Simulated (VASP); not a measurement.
Set up this calculation in VASP 6.6.1, as the native input.

- Task: single point
- Functional: PBE
- Dispersion: D3(BJ)
- Potentials or basis: VASP PAW PBE potentials, release 64 (Sn_d, Te)
- Cutoff: 500 eV
- k mesh: 10 × 10 × 10
- Occupations: gaussian, width 0.01 eV
- Spin: no spin polarisation
- Dipole correction: no
- Further INCAR settings: ALGO = Normal; EDIFF = 1e-06; NBANDS = 17

The structure of SnTe lies in POSCAR:

```
SnTe
1.0
    0.0000000000      3.1534990150      3.1534990150
    3.1534990150      0.0000000000      3.1534990150
    3.1534990150      3.1534990150      0.0000000000
Sn Te
1 1
Direct
    0.0000000000      0.0000000000      0.0000000000
    0.5000000000      0.5000000000      0.5000000000
```

These files were run (other wordings do the same):

INCAR

```
ALGO = Normal
EDIFF = 1E-6
ENCUT = 500
GGA = PE
GGA_COMPAT = False
ISIF = 2
ISMEAR = 0
IVDW = 12
LASPH = True
LCHARG = False
LREAL = False
LWAVE = False
NBANDS = 17
NELM = 120
PREC = Accurate
SIGMA = 0.01
```

KPOINTS

```
k-points
0
Gamma
  10 10 10
```

Potentials or basis: VASP PAW PBE potentials, release 64 (Sn_d, Te).

Command:

```console
$ cat potpaw_PBE.64/Sn_d/POTCAR potpaw_PBE.64/Te/POTCAR > POTCAR
$ mpirun -np 1 vasp_std > vasp.out
```

Results of the run:

- Pressure: 0.0 GPa
- Band gap on the k mesh: 0.09 eV, direct
- Dispersion energy per atom: -0.400 eV

Caveat: spin-orbit coupling is left out, which moves the levels of the heavy elements.

It took 43 s on 1 thread of Intel Xeon 6975P-C, on a shared host, peak memory 0.23 GiB.
